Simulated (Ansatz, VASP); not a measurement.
Two plane-wave programs on NbAl2

```
CELL_PARAMETERS angstrom
4.80214 0.00000 0.00000
0.00000 4.80214 0.00000
0.00000 0.00000 2.78299
ATOMIC_POSITIONS crystal
Al 0.50000 0.00000 0.00000
Al 0.00000 0.50000 0.00000
Nb 0.00000 0.00000 0.50000
```

Alike in both runs: functional PBE; k mesh 10 × 10 × 16; occupations gaussian, width 0.1 eV; no spin polarisation.

Ansatz relaxed the structure, and its values are those at the end. VASP's run is a single point on that final structure, the one shown.

```csv
,VASP,Ansatz
version,VASP 6.6.1,Ansatz 0.2.0
potentials or method,"VASP PAW PBE potentials, release 64 (Al, Nb_sv), cutoff 520 eV","scalar-relativistic, plane waves, PAW"
valence electrons in the cell,19,19
```

```csv
,VASP,Ansatz,Ansatz less VASP
gap on the k mesh at the Fermi level (eV),none,none,-
pressure (GPa),-0.1,0.0,+0.11
```

A gap of «none» marks a metal or a gap that the smearing closes. With one functional, cell and mesh, what is left measures potentials, basis and numerics.
